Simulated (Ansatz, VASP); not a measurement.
## Cu3N in VASP and in Ansatz

```
Cu N
1.0
     3.80700    0.00000    0.00000
     0.00000    3.80700    0.00000
     0.00000    0.00000    3.80700
Cu N
3 1
Direct
  0.50000 0.00000 0.00000
  0.00000 0.50000 0.00000
  0.00000 0.00000 0.50000
  0.00000 0.00000 0.00000
```

Alike in both runs: task relaxation of cell and atoms; functional PBE; dispersion D4; k mesh 6 × 6 × 6; occupations fermi-dirac, width 0.05 eV; no spin polarisation.

```csv
,VASP,Ansatz
version,VASP 6.6.1,Ansatz 0.2.0
potentials or method,"VASP PAW PBE potentials, release 64 (Cu, N)","plane waves, PAW"
plane-wave cutoff (eV),600,420
valence electrons in the cell,38,62
```

Ansatz gave:

- relaxed volume (Å³/atom): 13.56
- relaxed length of the cell vector where the two differ most in proportion (Å): 3.786

Question: Estimate VASP's values.

Answer: Relaxed volume (Å³/atom): 13.63; relaxed length of the cell vector where the two differ most in proportion (Å): 3.791.

VASP's potentials hold 38 valence electrons a cell and Ansatz's 62, so a difference there can come from the potentials and not from the codes.
